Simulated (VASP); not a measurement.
Here is a VASP 6.6.1 calculation.

INCAR

```
PREC = Accurate
ENCUT = 520
EDIFF = 1E-6
ISMEAR = 0
SIGMA = 0.05
LREAL = False
LASPH = True
NELM = 150
ALGO = Fast
ISIF = 2
LWAVE = False
LCHARG = False
ISPIN = 2
MAGMOM = 2.5 -2.5
LORBIT = 11
LMAXMIX = 4
GGA = PE
NBANDS = 19
```

Contents of KPOINTS:

```
Automatic mesh
0
Gamma
  12 12 12
```

File POSCAR:

```
Fe
1.0
    2.8311865314      0.0000000000      0.0000000000
    0.0000000000      2.8311865314      0.0000000000
    0.0000000000      0.0000000000      2.8311865314
Fe
2
Direct
    0.0000000000      0.0000000000      0.0000000000
    0.5000000000      0.5000000000      0.5000000000
```

Potentials or basis: VASP PAW PBE potentials, release 64 (Fe).

Command:

```console
$ cat potpaw_PBE.64/Fe/POTCAR > POTCAR
$ mpirun -np 1 vasp_std > vasp.out
```

(1) Predict the band gap on the k mesh.

(2) Predict the net moment.

(3) Estimate the pressure.

(4) Predict the site moments.

## Answers

(1) zero (filled and empty bands overlap).

(2) 0.00 μB per cell.

(3) -6.4 GPa.

(4) Fe +1.49, -1.49 μB.
